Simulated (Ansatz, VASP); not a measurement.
**One calculation of W4N, two programs**

```
W N
1.0
     4.49263    0.00000    0.00000
     0.00000    4.49263    0.00000
     0.00000    0.00000    4.67682
W N
4 1
Cartesian
  0.0000 0.0000 0.0000
  0.0000 2.2463 3.9076
  2.2463 0.0000 0.7692
  2.2463 2.2463 0.0000
  2.2463 2.2463 2.3384
```

Alike in both runs: task single point; functional PBE; k mesh 4 × 4 × 4; occupations gaussian, width 0.1 eV; no spin polarisation.

```csv
,VASP,Ansatz
version,VASP 6.6.1,Ansatz 0.2.0
potentials or method,"VASP PAW PBE potentials, release 64 (W_sv, N), cutoff 520 eV","scalar-relativistic, plane waves, PAW"
valence electrons in the cell,61,61
```

```csv
,VASP,Ansatz,Ansatz less VASP
gap on the k mesh at the Fermi level (eV),none,none,-
pressure (GPa),21.3,19.7,-1.55
"traceless stress, the component that is largest in VASP (GPa)",-32.17,-31.24,+0.931
rms of the force components (eV/Å),1.939,1.869,-0.0701
```

Atom by atom the forces differ by 0.070 eV/Å (rms over components). A gap of «none» marks a metal or a gap that the smearing closes.

Neither program's run includes spin-orbit coupling.
